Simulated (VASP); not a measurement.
Wanted: the native input for a VASP 6.6.1 run.

* Task: single point
* Functional: r2SCAN
* Potentials or basis: VASP PAW PBE potentials, release 64 (Mn_pv, As)
* Cutoff: 520 eV
* k mesh: 5 × 5 × 3
* Occupations: fermi-dirac, width 0.05 eV
* Spin: collinear spin, ferromagnetic start
* Starting moments: [4.0, 4.0, 0.0, 0.0] μB
* Dipole correction: no
* Further INCAR settings: ALGO = Normal; EDIFF = 1e-06; NBANDS = 30

Crystal: MnAs.

```
Mn As
1.0
     3.67843    0.03504   -0.00014
    -1.80887    3.20883   -0.01088
    -0.00021   -0.01939    5.76793
Mn As
2 2
Direct
  0.97642 0.97877 0.97451
  0.01470 0.96192 0.47853
  0.29957 0.63082 0.27591
  0.65382 0.29724 0.72750
```

These files were run (other wordings do the same):

POSCAR

```
MnAs
1.0
    3.6784303607      0.0350382031     -0.0001402329
   -1.8088747809      3.2088302927     -0.0108780699
   -0.0002103494     -0.0193922130      5.7679312989
Mn As
2 2
Direct
    0.9764200000      0.9787700000      0.9745100000
    0.0147000000      0.9619200000      0.4785300000
    0.2995700000      0.6308200000      0.2759100000
    0.6538200000      0.2972400000      0.7275000000
```

INCAR.step1

```
SYSTEM = MnAs
  PREC = Accurate
  ENCUT = 520
  ISMEAR = -1
  SIGMA = 0.05
  LREAL = .FALSE.
  LASPH = .TRUE.
  NELM = 150
  ISPIN = 2
  MAGMOM = 4 4 0 0
  LMAXMIX = 4
  NBANDS = 30
  GGA = PE
  ALGO = Normal
  EDIFF = 1E-4
  LWAVE = .TRUE.
  LCHARG = .FALSE.
```

INCAR.step2

```
SYSTEM = MnAs
  PREC = Accurate
  ENCUT = 520
  EDIFF = 1E-6
  ISMEAR = -1
  SIGMA = 0.05
  LREAL = .FALSE.
  LASPH = .TRUE.
  NELM = 150
  ALGO = Normal
  ISIF = 2
  LWAVE = .FALSE.
  LCHARG = .TRUE.
  ISPIN = 2
  MAGMOM = 4 4 0 0
  LORBIT = 11
  LMAXMIX = 4
  METAGGA = R2SCAN
  LMIXTAU = .TRUE.
  LELF = .TRUE.
  LVHAR = .TRUE.
  NBANDS = 30
  ISTART = 1
```

KPOINTS

```
Automatic mesh
0
G
  5 5 3
  0 0 0
```

Potentials or basis: VASP PAW PBE potentials, release 64 (Mn_pv, As).

Command:

```sh
$ cat potpaw_PBE.64/Mn_pv/POTCAR potpaw_PBE.64/As/POTCAR > POTCAR
$ cp INCAR.step1 INCAR
$ mpirun -np 1 vasp_std > vasp.out
$ cp INCAR.step2 INCAR
$ mpirun -np 1 vasp_std > vasp.out
```

It gave:

- Pressure: 3.7 GPa
- Largest force: 2.483 eV/Å
- Net moment: 7.20 μB per cell
- Site moments: Mn +3.91, +3.48; As -0.16 μB
- Valence electrons inside the program's atomic spheres: Mn 11.46, 11.67; As 2.89, 2.87

Caveat: the k points lie up to 0.39 Å⁻¹ apart; the PAW data sets were made with another functional, which shifts forces and pressure a little; only a ferromagnetic start was run, and an antiferromagnetic order may lie lower in energy.

It took 6.2 min on 1 thread of AMD EPYC 9R45 96-Core Processor (Zen 5) (shared host), peak memory 0.27 GiB.
